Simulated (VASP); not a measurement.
Ti, 12 atoms in the cell. The cell holds a slab with vacuum, 12 atoms: a = 2.900 Å, b = 4.591 Å, c = 28.397 Å, α = 90.00°, β = 90.00°, γ = 90.00°. 

| Item | Value |
| --- | --- |
| Program | VASP 6.6.1 |
| Task | single point |
| Functional | PBEsol |
| Potentials or basis | VASP PAW PBE potentials, release 64 (Ti_sv) |
| Cutoff | 520 eV |
| k mesh | 12 × 8 × 1 |
| Occupations | gaussian, width 0.1 eV |
| Spin | no spin polarisation |
| Dipole correction | yes |
| Further INCAR settings | ALGO = Normal; EDIFF = 1e-07; NBANDS = 84 |

Potentials or basis: VASP PAW PBE potentials, release 64 (Ti_sv).

Run with:

```sh
$ cat potpaw_PBE.64/Ti_sv/POTCAR > POTCAR
$ mpirun -np 1 vasp_std > vasp.out
```

Hardware: 1 thread of Intel(R) Xeon(R) 6975P-C (Granite Rapids), on a shared host.

Q: How long does it take, and how much memory?

A: Run time: 41 min on 1 thread of Intel(R) Xeon(R) 6975P-C (Granite Rapids) (shared host), peak memory 0.88 GiB. Counts: scf iterations 44, k points 35.
